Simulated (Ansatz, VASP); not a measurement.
**Two plane-wave programs on Hg**

Contents of INCAR:

```
PREC = Accurate
ENCUT = 520
EDIFF = 1E-8
ISMEAR = -1
SIGMA = 0.05
LREAL = False
LASPH = True
NELM = 60
ALGO = Normal
ISIF = 2
LWAVE = False
LCHARG = False
GGA = CA
LEFG = True
NBANDS = 12
```

Contents of KPOINTS:

```
Automatic mesh
0
Gamma
  11 11 11
```

The input POSCAR:

```
Hg
1.0
    2.2339762741     -2.0458582601      0.0000000000
    2.2339762741      2.0458582601      0.0000000000
   -0.3487351701      0.0000000000      3.0398006871
Hg
1
Direct
    0.5000000000      0.5000000000      0.5000000000
```

Input for Ansatz:

```yaml
crystal:
  lattice:
    - [2.2339762741, -2.0458582601, 0.0]
    - [2.2339762741, 2.0458582601, 0.0]
    - [-0.3487351701, 0.0, 3.0398006871]
  atoms:
    - { symbol: Hg, position: [0.5, 0.5, 0.5] }
kpoints:
  mp_grid: { grid: [11, 11, 11] }
  band_path:
    path:
      - [0.0, 0.0, 0.0]
      - [-0.462428413, 0.462428413, 0.0]
      - [-0.537571587, -0.462428413, 0.0]
      - [-0.5, -0.5, 0.0]
      - [0.0, 0.0, 0.0]
      - [-0.5, -0.5, 0.5]
      - [-0.5729263608, -0.4270736392, 0.5]
      - [-0.4270736392, 0.4270736392, 0.5]
      - [0.0, 0.0, 0.5]
    npoints: 5
scf:
  occupations: { method: fermi_dirac, width: 0.05 }
hamiltonian:
  xc: lda
  pseudopotentials: { kind: paw }
output:
  forces: true
  stress: true
  eigenvalues: true
  efg: { contact_densities: true }
```

Alike in both runs: task electric field gradients; functional LDA; k mesh 11 × 11 × 11; occupations fermi-dirac, width 0.05 eV; no spin polarisation.

```csv
,VASP,Ansatz
version,VASP 6.6.1,Ansatz 0.2.0
potentials or method,"VASP PAW LDA potentials, release 64 (Hg)","PAW with Ansatz's default frozen-core files, scalar-relativistic"
plane-wave cutoff (eV),520,420
valence electrons in the cell,12,20
```

VASP gave:

| Item | Value |
| --- | --- |
| pressure (GPa) | -4.2 |
| traceless stress, the component that is largest in VASP (GPa) | 0.23 |
| size of Vzz on the site where it differs most (V/Å²) | 45.3 |

Q: What did Ansatz give for the same quantities?

A: Pressure (GPa): -4.5; traceless stress, the component that is largest in VASP (GPa): 0.25; size of Vzz on the site where it differs most (V/Å²): 36.4.

LDA's correlation is that of Perdew and Zunger in VASP and of Perdew and Wang (1992) in Ansatz. VASP's potentials hold 12 valence electrons a cell and Ansatz's 20, so a difference there can come from the potentials and not from the codes.

Neither program's run includes spin-orbit coupling.
